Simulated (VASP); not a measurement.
Wanted: the native input for a VASP 6.6.1 run.

```
Task                   : single point
Functional             : r2SCAN
Potentials or basis    : VASP PAW PBE potentials, release 64 (Ni, Si)
Cutoff                 : 520 eV
k mesh                 : 16 × 16 × 16
Occupations            : fermi-dirac, width 0.05 eV
Spin                   : no spin polarisation
Dipole correction      : no
Further INCAR settings : ALGO = Normal; EDIFF = 1e-06; NBANDS = 14
```

Crystal: SiNi (rocksalt type).

```
Ni Si
1.0
     0.00000    2.35244    2.35244
     2.35244    0.00000    2.35244
     2.35244    2.35244    0.00000
Ni Si
1 1
Direct
  0.00000 0.00000 0.00000
  0.50000 0.50000 0.50000
```

These files were run (other wordings do the same):

POSCAR

```
SiNi
1.0
    0.0000000000      2.3524447620      2.3524447620
    2.3524447620      0.0000000000      2.3524447620
    2.3524447620      2.3524447620      0.0000000000
Ni Si
1 1
Direct
    0.0000000000      0.0000000000      0.0000000000
    0.5000000000      0.5000000000      0.5000000000
```

INCAR.step1

```
SYSTEM = SiNi
  PREC = Accurate
  ENCUT = 520
  ISMEAR = -1
  SIGMA = 0.05
  LREAL = .False.
  LASPH = .True.
  NELM = 100
  NBANDS = 14
  GGA = PE
  ALGO = Normal
  EDIFF = 1E-4
  LWAVE = .True.
  LCHARG = .False.
```

INCAR.step2

```
SYSTEM = SiNi
  PREC = Accurate
  ENCUT = 520
  EDIFF = 1E-6
  ISMEAR = -1
  SIGMA = 0.05
  LREAL = .False.
  LASPH = .True.
  NELM = 100
  ALGO = Normal
  ISIF = 2
  LWAVE = .False.
  LCHARG = .True.
  METAGGA = R2SCAN
  LMIXTAU = .True.
  LELF = .True.
  LVHAR = .True.
  NBANDS = 14
  ISTART = 1
```

KPOINTS

```
Automatic mesh
0
Gamma
  16 16 16
  0 0 0
```

Potentials or basis: VASP PAW PBE potentials, release 64 (Ni, Si).

The run is started by

```bash
$ cat potpaw_PBE.64/Ni/POTCAR potpaw_PBE.64/Si/POTCAR > POTCAR
$ cp INCAR.step1 INCAR
$ mpirun -np 1 vasp_std > vasp.out
$ cp INCAR.step2 INCAR
$ mpirun -np 1 vasp_std > vasp.out
```

Results of the run:

* Pressure: 0.0 GPa
* Band gap on the k mesh: zero (bands 7 and 8 overlap by 5.48 eV)

Caveat: the PAW data sets were made with another functional, which shifts forces and pressure a little.

Wall time 6.5 min on 1 thread of Intel Xeon 8259CL (shared host), peak memory 0.21 GiB.
